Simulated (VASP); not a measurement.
# La2SnO (P6/mmm) in VASP: further runs

The runs below take La2SnO through relaxation of cell and atoms, single point, with PBE.

Everything below comes from runs of VASP 6.6.1. Logs are shortened: lines on timing, memory, paths and dates and some standing lists are left out, and cuts for length are marked.

### Step 1. The cell of the first run

The structure is hexagonal, space group P6/mmm (No. 191). The conventional cell has a = 5.226 Å, b = 5.226 Å, c = 5.036 Å, α = 90.00°, β = 90.00°, γ = 120.00°. Within 4.0 Å of La (site symmetry -6m2) lie 3 La at 3.02 Å and 3 O at 3.02 Å and 6 Sn at 3.93 Å. Within 3.3 Å of Sn (site symmetry 6/mmm) lie 2 O at 2.52 Å. O (site symmetry 6/mmm) has 2 Sn at 2.52 Å and 6 La at 3.02 Å within 3.3 Å.

The cell was built from a structure type or drawn by symmetry, and may not be a known phase.

### Step 2. Relaxation of cell and atoms, PBE

INCAR reads:

```
SYSTEM = La2SnO
PREC = Accurate
ENCUT = 600
EDIFF = 1E-6
ISMEAR = 0
SIGMA = 0.1
LREAL = .False.
LASPH = .True.
NELM = 100
ALGO = Normal
ISIF = 3
LWAVE = .False.
LCHARG = .False.
GGA = PE
IBRION = 2
NSW = 90
EDIFFG = -0.04
```

KPOINTS reads:

```
Automatic mesh
0
Gamma
  6 6 4
  0 0 0
```

POSCAR reads:

```
La2SnO
1.0
    5.2261150200      0.0000000000      0.0000000000
   -2.6130575100      4.5259483700      0.0000000000
    0.0000000000      0.0000000000      5.0356032300
La Sn O
2 1 1
Direct
    0.3333333300      0.6666666700      0.5000000000
    0.6666666700      0.3333333300      0.5000000000
    0.0000000000      0.0000000000      0.0000000000
    0.0000000000      0.0000000000      0.5000000000
```

Potentials or basis: VASP PAW PBE potentials, release 64 (La, Sn_d, O).

Launch:

```sh
$ cat potpaw_PBE.64/La/POTCAR potpaw_PBE.64/Sn_d/POTCAR potpaw_PBE.64/O/POTCAR > POTCAR
$ mpirun -np 1 vasp_std > vasp.out
```

OUTCAR:

```text
SYSTEM = La2SnO
   PREC = Accurate
   ENCUT = 600
   EDIFF = 1E-6
   ISMEAR = 0
   LREAL = .False.
   LASPH = .True.
   NELM = 100
   ISIF = 3
   GGA = PE
   IBRION = 2
   NSW = 90
   EDIFFG = -0.04

 ion  position               nearest neighbor table
   1  0.333  0.667  0.500-   2 3.02   2 3.02   2 3.02
   2  0.667  0.333  0.500-   1 3.02   1 3.02   1 3.02
   3  0.000  0.000  0.000-   4 2.52   4 2.52
   4  0.000  0.000  0.500-   3 2.52   3 2.52

  LATTYP: Found a hexagonal cell.
 ALAT       =     5.2261150200
 C/A-ratio  =     0.9635461927

  Lattice vectors:

 A1 = (   5.2261150200,   0.0000000000,   0.0000000000)
 A2 = (  -2.6130575100,   4.5259483700,   0.0000000000)
 A3 = (   0.0000000000,   0.0000000000,   5.0356032300)

Analysis of symmetry for initial positions (statically):
=====================================================================
 Subroutine PRICEL returns:
 Original cell was already a primitive cell.

 Routine SETGRP: Setting up the symmetry group for a
 hexagonal supercell.

 Subroutine GETGRP returns: Found 24 space group operations
 (whereof 24 operations were pure point group operations)
 out of a pool of 24 trial point group operations.

The static configuration has the point symmetry D_6h.

Analysis of symmetry for dynamics (positions and initial velocities):
=====================================================================
 Subroutine PRICEL returns:
 Original cell was already a primitive cell.

 Routine SETGRP: Setting up the symmetry group for a
 hexagonal supercell.

 Subroutine GETGRP returns: Found 24 space group operations
 (whereof 24 operations were pure point group operations)
 out of a pool of 24 trial point group operations.

The dynamic configuration has the point symmetry D_6h.

 Subroutine INISYM returns: Found 24 space group operations
 (whereof 24 operations are pure point group operations),
 and found     1 'primitive' translations

----------------------------------------------------------------------------------------

                                     Primitive cell

  volume of cell :     119.1078

  direct lattice vectors                    reciprocal lattice vectors
     5.226115020  0.000000000  0.000000000     0.191346726  0.110474084  0.000000000
    -2.613057510  4.525948370  0.000000000     0.000000000  0.220948168  0.000000000
     0.000000000  0.000000000  5.035603230     0.000000000  0.000000000  0.198585940

  length of vectors
     5.226115020  5.226115020  5.035603230     0.220948168  0.220948168  0.198585940

  position of ions in fractional coordinates (direct lattice)
     0.333333330  0.666666670  0.500000000
     0.666666670  0.333333330  0.500000000
     0.000000000  0.000000000  0.000000000
     0.000000000  0.000000000  0.500000000

  ion indices of the primitive-cell ions
   primitive index   ion index
                 1           1
                 2           2
                 3           3
                 4           4

----------------------------------------------------------------------------------------

 KPOINTS: Automatic mesh

Automatic generation of k-mesh.
 Grid dimensions read from file:
 generate k-points for:    6    6    4

 Generating k-lattice:

  Cartesian coordinates                     Fractional coordinates (reciprocal lattice)
     0.031891121  0.018412347  0.000000000     0.166666667 -0.000000000  0.000000000
     0.000000000  0.036824695  0.000000000     0.000000000  0.166666667  0.000000000
     0.000000000  0.000000000  0.049646485     0.000000000  0.000000000  0.250000000

  Length of vectors
     0.036824695  0.036824695  0.049646485

  Shift w.r.t. Gamma in fractional coordinates (k-lattice)
     0.000000000  0.000000000  0.000000000

 Subroutine IBZKPT returns following result:
 ===========================================

 Found     21 irreducible k-points:

 Following reciprocal coordinates:
            Coordinates               Weight
  0.000000  0.000000  0.000000      1.000000
  0.166667  0.000000  0.000000      6.000000
  0.333333  0.000000  0.000000      6.000000
  0.500000  0.000000  0.000000      3.000000
  0.166667  0.166667  0.000000      6.000000
  0.333333  0.166667  0.000000     12.000000
[... 13 lines left out ...]
  0.333333  0.166667  0.500000     12.000000
  0.333333  0.333333  0.500000      2.000000
   k-points           NKPTS =     21   k-points in BZ     NKDIM =     21   number of bands    NBANDS=     25
   number of dos      NEDOS =    301   number of ions     NIONS =      4
   total plane-waves  NPLWV =  70560
   dimension x,y,z NGX =    42 NGY =   42 NGZ =   40
   dimension x,y,z NGXF=    84 NGYF=   84 NGZF=   80
   ions per type =               2   1   1
   NGX,Y,Z   is equivalent  to a cutoff of  13.36, 13.36, 13.21 a.u.
   NGXF,Y,Z  is equivalent  to a cutoff of  26.72, 26.72, 26.41 a.u.
 SYSTEM =  La2SnO
   PREC   = accura    normal or accurate (medium, high low for compatibility)
   ISTART =      0    job   : 0-new  1-cont  2-samecut
   ICHARG =      2    charge: 1-file 2-atom 10-const
   ISPIN  =      1    spin polarized calculation?
   LNONCOLLINEAR =      F non collinear calculations
   LSORBIT =      F    spin-orbit coupling
   LASPH  =      T    aspherical Exc in radial PAW
   ENCUT  =  600.0 eV  44.10 Ry    6.64 a.u.  10.44 10.44 10.06*2*pi/ulx,y,z
   NELM   =    100;   NELMIN=  2; NELMDL= -5     # of ELM steps
   EDIFF  = 0.1E-05   stopping-criterion for ELM
   LREAL  =      F    real-space projection
   EDIFFG = -.4E-01   stopping-criterion for IOM
   NSW    =     90    number of steps for IOM
   IBRION =      2    ionic relax: 0-MD 1-quasi-New 2-CG
   NFREE  =      1    steps in history (QN), initial steepest desc. (CG)
   ISIF   =      3    stress and relaxation
   ISYM   =      2    0-nonsym 1-usesym 2-fastsym
   POTIM  = 0.5000    time-step for ionic-motion
   TEBEG  =    0.0;   TEEND  =   0.0 temperature during run
   PSTRESS=    0.0 pullay stress
   NELECT =      42.0000    total number of electrons
   NUPDOWN=      -1.0000    fix difference up-down
   EMIN   =  10.00;   EMAX   =-10.00  energy-range for DOS
   EFERMI =   0.00;   METHOD = LEGACY
   ISMEAR =     0;   SIGMA  =   0.10  broadening in eV -4-tet -1-fermi 0-gaus
   EFERMI_NEDOS =   21; number of points for ismear=-14 and -15
   IALGO  =     38    algorithm
   IMIX   =      4    mixing-type and parameters
     AMIX     =   0.40;   BMIX     =  1.00
     AMIX_MAG =   1.60;   BMIX_MAG =  1.00
  volume/ion in A,a.u.               =      29.78       200.94
  Fermi-wavevector in a.u.,A,eV,Ry     =   1.156586  2.185631 18.200391  1.337691
  Thomas-Fermi vector in A             =   2.293205
   LORBIT       =      0    0 simple, 1 ext, 2 COOP (PROOUT), +10 PAW based schemes
   GGA     = PE    functional components
   LHFCALC =     F    Hartree Fock is set to
   AEXX    =    0.0000 exact exchange contribution
   IVDW    =     0    specifies the selected vdW correction
   LEPSILON=     F    determine dielectric tensor
   LRPA    =     F    only Hartree local field effects (RPA)
 conjugate gradient relaxation of ions
 non-spin polarized calculation
 Gauss-broadening in eV      SIGMA  =   0.10
  energy-cutoff  :      600.00
  volume of cell :      119.11
 maximum number of plane-waves:      4010
 NGX is ok and might be reduce to    42
   NGX = 21   NGY = 21   NGZ = 21

--------------------------------------- Ionic step        1  -------------------------------------------

 number of electron      42.0000006 magnetization

 Free energy of the ion-electron system (eV)
  ---------------------------------------------------
  ext. energy  EPLUGINS =         0.00000000
  ---------------------------------------------------
  free energy    TOTEN  =       -20.15646795 eV

  energy without entropy =      -20.12556356  energy(sigma->0) =      -20.14101576

 E-fermi :   6.7849     XC(G=0):  -9.3675

 val. band max:        6.7623480109   @ k =   0.0000   0.0000   0.0000
 cond. band min:       6.7961516726   @ k =   0.3333   0.0000   0.0000
 fundamental gap:      0.0338036617
 Fermi energy:         6.7849103224

 k-point     1 :       0.0000    0.0000    0.0000
  band No.  band energies     occupation
      1     -26.9318      2.00000
      2     -26.0508      2.00000
      3     -14.6350      2.00000
      4     -14.5788      2.00000
      5     -14.5788      2.00000
      6     -14.5248      2.00000
[... 17 lines left out ...]
     24       7.7022      0.00000
     25       7.9756      0.00000
[... 808 lines left out ...]
 POSITION                                       TOTAL-FORCE (eV/Angst)
 -----------------------------------------------------------------------------------
     -0.00000      2.92849      2.25874         0.000000      0.000000      0.000000
      2.53615      1.46425      2.25874        -0.000000     -0.000000      0.000000
     -2.53615      4.39274     -0.00000         0.000000     -0.000000      0.000000
     -2.53615      4.39274      2.25874         0.000000     -0.000000      0.000000
 -----------------------------------------------------------------------------------
    total drift:                               -0.000000      0.000000      0.000000

  FREE ENERGIE OF THE ION-ELECTRON SYSTEM (eV)
  ---------------------------------------------------
  free  energy   TOTEN  =       -20.7306998704 eV

  energy  without entropy=      -20.7074570230  energy(sigma->0) =      -20.71907845

--------------------------------------- Ionic step        8  -------------------------------------------

 number of electron      41.9999994 magnetization

 Free energy of the ion-electron system (eV)
  ---------------------------------------------------
  ext. energy  EPLUGINS =         0.00000000
  ---------------------------------------------------
  free energy    TOTEN  =       -20.73119338 eV

  energy without entropy =      -20.70802793  energy(sigma->0) =      -20.71961066

 E-fermi :   8.6905     XC(G=0): -10.1511

 val. band max:        8.6890008743   @ k =   0.3333   0.3333   0.0000
 cond. band min:       8.7172654182   @ k =   0.3333   0.3333   0.2500
 fundamental gap:      0.0282645439
 Fermi energy:         8.6904824930

 k-point     1 :       0.0000    0.0000    0.0000
  band No.  band energies     occupation
      1     -25.0329      2.00000
      2     -23.8543      2.00000
      3     -13.0683      2.00000
      4     -12.7351      2.00000
      5     -12.7351      2.00000
      6     -12.6764      2.00000
[... 17 lines left out ...]
     24       9.6382      0.00000
     25       9.7113      0.00000
[... 580 lines left out ...]
 POSITION                                       TOTAL-FORCE (eV/Angst)
 -----------------------------------------------------------------------------------
     -0.00000      2.92358      2.25560        -0.000000      0.000000     -0.000000
      2.53189      1.46179      2.25560         0.000000     -0.000000      0.000000
      0.00000      0.00000     -0.00000         0.000000     -0.000000      0.000000
      0.00000      0.00000      2.25560         0.000000     -0.000000      0.000000
 -----------------------------------------------------------------------------------
    total drift:                               -0.000000      0.000000      0.000000

  FREE ENERGIE OF THE ION-ELECTRON SYSTEM (eV)
  ---------------------------------------------------
  free  energy   TOTEN  =       -20.7311933811 eV

  energy  without entropy=      -20.7080279350  energy(sigma->0) =      -20.71961066

 reached required accuracy - stopping structural energy minimisation
```

Wall time 6.6 min (1 thread of Intel Xeon Platinum 8488C (Sapphire Rapids), shared host); peak memory 0.33 GiB.

Results:

```yaml
Free_energy: -20.7312 eV
Relaxed_volume: 25.04 Å³/atom
Relaxed_cell: a = 5.064 Å, b = 5.064 Å, c = 4.511 Å, α = 90.00°, β = 90.00°, γ = 120.00°
Space_group_after_relaxing_to_0.1_Å: P6/mmm (No. 191)
Energy_gained_by_relaxing: 143.7 meV/atom
Ionic_steps: 8
Pressure_after_relaxing: 0.0 GPa
Band_gap_on_the_k_mesh: zero (bands 21 and 22 overlap by 1.13 eV)
```

The path:
| step | energy change (eV) | largest force (eV/Å) | pressure (GPa) | volume (Å³) |
| --- | --- | --- | --- | --- |
| 1 | 0.0000 | 0.0000 | -6.93 | 119.11 |
| 2 | -0.5109 | 0.0000 | 1.67 | 98.23 |
| 3 | -0.5176 | 0.0000 | 0.45 | 99.98 |
| 4 | -0.5669 | 0.0000 | 0.52 | 99.42 |
| 5 | -0.5724 | 0.0000 | 0.70 | 99.09 |
| 6 | -0.5725 | 0.0000 | 0.64 | 99.12 |
| 7 | -0.5742 | 0.0000 | -0.32 | 100.66 |
| 8 | -0.5747 | 0.0000 | -0.01 | 100.18 |

Final structure:
```
La Sn O
1.0
     5.06379    0.00000    0.00000
    -2.53189    4.38537    0.00000
     0.00000    0.00000    4.51119
La Sn O
2 1 1
Direct
  0.33333 0.66667 0.50000
  0.66667 0.33333 0.50000
  0.00000 0.00000 0.00000
  0.00000 0.00000 0.50000
```

Levels at points of the mesh, in eV from the Fermi level:
| k point | band 18 | band 19 | band 20 | band 21 | band 22 | band 23 | band 24 | band 25 |
| --- | --- | --- | --- | --- | --- | --- | --- | --- |
| (0.00, 0.00, 0.00) | -4.95 | -0.11 | -0.02 | -0.02 | 0.90 | 0.90 | 0.95 | 1.02 |
| (0.50, 0.00, 0.00) | -5.05 | -2.34 | -0.80 | -0.37 | -0.05 | 0.61 | 0.63 | 0.66 |
| (0.00, 0.00, 0.50) | -1.72 | -0.98 | -0.98 | -0.98 | -0.98 | 0.11 | 0.86 | 0.95 |
| (0.50, 0.00, 0.50) | -2.59 | -1.69 | -1.57 | -0.99 | 0.48 | 0.96 | 1.03 | 1.07 |

Caveat: the volume moved by over 15 % at a fixed basis, so the end points are rough; spin-orbit coupling is left out, which moves the levels of the heavy elements.

### Step 3. Single point, PBE

This run uses another cell than the first one, of 25.02 Å³/atom.

INCAR reads:

```
SYSTEM = La2SnO
PREC = Accurate
ENCUT = 520
EDIFF = 1E-6
ISMEAR = 0
SIGMA = 0.1
LREAL = .False.
LASPH = .True.
NELM = 60
ALGO = Normal
ISIF = 2
LWAVE = .False.
LCHARG = .False.
GGA = PE
NBANDS = 29
```

KPOINTS reads:

```
Automatic mesh
0
Gamma
  12 12 10
  0 0 0
```

POSCAR reads:

```
La2SnO
1.0
    5.0716253036      0.0000000000      0.0000000000
   -2.5358126518      4.3921563514      0.0000000000
    0.0000000000      0.0000000000      4.4926939491
La Sn O
2 1 1
Direct
    0.3333333333      0.6666666667      0.5000000000
    0.6666666667      0.3333333333      0.5000000000
    0.0000000000      0.0000000000      0.0000000000
    0.0000000000      0.0000000000      0.5000000000
```

Potentials or basis: VASP PAW PBE potentials, release 64 (La, Sn_d, O).

Launch:

```sh
$ cat potpaw_PBE.64/La/POTCAR potpaw_PBE.64/Sn_d/POTCAR potpaw_PBE.64/O/POTCAR > POTCAR
$ mpirun -np 1 vasp_std > vasp.out
```

OUTCAR:

```text
SYSTEM = La2SnO
   PREC = Accurate
   ENCUT = 520
   EDIFF = 1E-6
   ISMEAR = 0
   LREAL = .False.
   LASPH = .True.
   NELM = 60
   ISIF = 2
   GGA = PE

 ion  position               nearest neighbor table
   1  0.333  0.667  0.500-   2 2.93   2 2.93   2 2.93   3 3.69   3 3.69   3 3.69   3 3.69   3 3.69
                             3 3.69
   2  0.667  0.333  0.500-   1 2.93   1 2.93   1 2.93   3 3.69   3 3.69   3 3.69   3 3.69   3 3.69
                             3 3.69
   3  0.000  0.000  0.000-   4 2.25   4 2.25   1 3.69   1 3.69   2 3.69   2 3.69   2 3.69   2 3.69
                             1 3.69   1 3.69   2 3.69   2 3.69   1 3.69   1 3.69
   4  0.000  0.000  0.500-   3 2.25   3 2.25

  LATTYP: Found a hexagonal cell.
 ALAT       =     5.0716253036
 C/A-ratio  =     0.8858489498

  Lattice vectors:

 A1 = (   5.0716253036,   0.0000000000,   0.0000000000)
 A2 = (  -2.5358126518,   4.3921563514,   0.0000000000)
 A3 = (   0.0000000000,   0.0000000000,   4.4926939491)

Analysis of symmetry for initial positions (statically):
=====================================================================
 Subroutine PRICEL returns:
[... 175 lines left out ...]

 E-fermi :   8.7026     XC(G=0): -10.1584

 val. band max:        8.7015526364   @ k =   0.1667   0.0833   0.2000
 cond. band min:       8.7093852641   @ k =   0.0833  -0.0000   0.2000
 fundamental gap:      0.0078326277
 Fermi energy:         8.7025561669

 k-point     1 :       0.0000    0.0000    0.0000
  band No.  band energies     occupation
      1     -25.0295      2.00000
      2     -23.8664      2.00000
      3     -13.0547      2.00000
      4     -12.6985      2.00000
      5     -12.6985      2.00000
      6     -12.6403      2.00000
[... 757 lines left out ...]
     28      10.0929      0.00000
     29      10.1697      0.00000

 [... further k-points ...]

------------------------ aborting loop because EDIFF is reached ----------------------------------------

  FORCE on cell =-STRESS in cart. coord.  units (eV):
  Direction    XX          YY          ZZ          XY          YZ          ZX
  --------------------------------------------------------------------------------------
  -------------------------------------------------------------------------------------
  Total       -0.0662302     -0.0662302      0.0266679     -0.0000000      0.0000000     -0.0000000
  in kB       -1.0603155     -1.0603155      0.4269414     -0.0000000      0.0000000     -0.0000000
  external PRESSURE =      -0.5645632 kB  Pullay stress =       0.0000000 kB

 VOLUME and BASIS-vectors are now :
 -----------------------------------------------------------------------------
  energy-cutoff  :      520.00
  volume of cell :      100.08
      direct lattice vectors                 reciprocal lattice vectors
     5.071625304  0.000000000  0.000000000     0.197175450  0.113839299  0.000000000
    -2.535812652  4.392156351  0.000000000     0.000000000  0.227678598  0.000000000
     0.000000000  0.000000000  4.492693949     0.000000000  0.000000000  0.222583602

 POSITION                                       TOTAL-FORCE (eV/Angst)
 -----------------------------------------------------------------------------------
     -0.00000      2.92810      2.24635         0.000000     -0.000000      0.000000
      2.53581      1.46405      2.24635        -0.000000      0.000000      0.000000
      0.00000      0.00000      0.00000         0.000000      0.000000      0.000000
      0.00000      0.00000      2.24635         0.000000      0.000000      0.000000
 -----------------------------------------------------------------------------------
    total drift:                                0.000000      0.000000      0.000000

  FREE ENERGIE OF THE ION-ELECTRON SYSTEM (eV)
  ---------------------------------------------------
  free  energy   TOTEN  =       -20.7608542603 eV

  energy  without entropy=      -20.7368971361  energy(sigma->0) =      -20.74887570
```

stdout:

```text
POSCAR found type information on POSCAR LaSnO
 POSCAR found :  3 types and       4 ions
 scaLAPACK will be used
 LDA part: xc-table for (Slater+PW92), standard interpolation
 POSCAR, INCAR and KPOINTS ok, starting setup
 FFT: planning ... GRIDC
 FFT: planning ... GRID_SOFT
 FFT: planning ... GRID
 WAVECAR not read
 entering main loop
```

It took 4.7 min on 1 thread of Intel Xeon Platinum 8488C (Sapphire Rapids), shared host; peak memory 0.5 GiB.

What came out:

| Quantity | Value |
| --- | --- |
| Free energy | -20.7609 eV |
| Pressure | -0.1 GPa |
| Band gap on the k mesh | zero (bands 21 and 22 overlap by 1.34 eV) |

Stress tensor (GPa, compression positive):
```
-0.11  0.00  0.00
 0.00 -0.11  0.00
 0.00  0.00  0.04
```

Levels at points of the mesh, in eV from the Fermi level:
```csv
k point,band 18,band 19,band 20,band 21,band 22,band 23,band 24,band 25
"(0.00, 0.00, 0.00)",-4.98,-0.13,0.00,0.00,0.90,0.90,0.93,1.00
"(0.50, 0.00, 0.00)",-5.08,-2.32,-0.81,-0.35,-0.05,0.61,0.62,0.67
"(0.00, 0.00, 0.50)",-1.69,-0.99,-0.99,-0.98,-0.98,0.10,0.87,0.93
"(0.50, 0.00, 0.50)",-2.59,-1.68,-1.55,-1.00,0.46,0.96,1.01,1.05
```

Caveat: spin-orbit coupling is left out, which moves the levels of the heavy elements.
